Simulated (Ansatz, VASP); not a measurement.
One calculation of ZnO, two programs

```
CELL_PARAMETERS angstrom
3.18307 0.00000 0.00000
-1.59153 2.75662 0.00000
0.00000 0.00000 5.09757
ATOMIC_POSITIONS crystal
Zn 0.33333 0.66667 0.00000
Zn 0.66667 0.33333 0.50000
O 0.33333 0.66667 0.38210
O 0.66667 0.33333 0.88210
```

Change from the starting cell: volume scaled by 0.94, crystal datasets.

Alike in both runs: task electric field gradients; functional LDA; k mesh 11 × 11 × 6; occupations fermi-dirac, width 0.02 eV; no spin polarisation.

```csv
,VASP,Ansatz
version,VASP 6.6.1,Ansatz 0.2.0
potentials or method,"VASP PAW LDA potentials, release 64 (Zn, O), cutoff 520 eV","all-electron PAW with datasets made for the crystal, scalar-relativistic"
```

```tsv
	VASP	Ansatz	Ansatz less VASP
gap on the k mesh at the Fermi level (eV)	0.84	0.85	+0.004
pressure (GPa)	3.6	2.2	-1.36
traceless stress, the component that is largest in VASP (GPa)	0.22	0.25	+0.034
rms of the force components (eV/Å)	0.025	0.025	-0.0004
size of Vzz on the site where it differs most (V/Å²)	8.5	7.7	-0.76
```

LDA's correlation is that of Perdew and Zunger in VASP and of Perdew and Wang (1992) in Ansatz. Atom by atom the forces differ by 0.000 eV/Å (rms over components). Ansatz ran all-electron here, and VASP with PAW potentials.
